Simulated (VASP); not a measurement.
Hf: single point with PBE

Hf:

```
Hf
1.0
    -2.73344    2.73344    1.48204
     2.73344   -2.73344    1.48204
     2.73344    2.73344   -1.48204
Hf
2
Direct
  0.62500 0.87500 0.75000
  0.37500 0.12500 0.25000
```

This cell differs from its parent crystal: volume scaled by 0.95.

```yaml
Program: VASP 6.6.1
Task: single point
Functional: PBE
Potentials_or_basis: VASP PAW PBE potentials, release 64 (Hf_pv)
Cutoff: 520 eV
k_mesh: 14 × 14 × 14
Occupations: fermi-dirac, width 0.05 eV
Spin: no spin polarisation
```

- Pressure: 4.5 GPa
- Band gap on the k mesh: zero (band 10 reaches 4.81 eV, above the bottom of band 11 at 4.01 eV)

Levels at points of the mesh, in eV from the Fermi level:
```
           k point  band 7  band 8  band 9  band 10  band 11  band 12  band 13  band 14
(0.00, 0.00, 0.00)   -6.86   -3.09   -1.07    -1.02     0.25     4.03     4.03     4.13
(0.50, 0.00, 0.00)   -2.90   -2.33   -1.03    -0.22     0.84     1.89     1.91     3.93
(0.50, 0.50, 0.00)   -3.72   -3.72   -0.49    -0.49     0.97     0.97     2.39     2.39
(0.50, 0.50, 0.50)   -3.28   -3.28    0.22     0.22     0.29     0.29     3.45     3.45
```

It took 79 s on 1 thread of Intel(R) Xeon(R) Platinum 8559C (Emerald Rapids) (shared host), peak memory 0.28 GiB.

Caveat: spin-orbit coupling is left out, which moves the levels of the heavy elements.
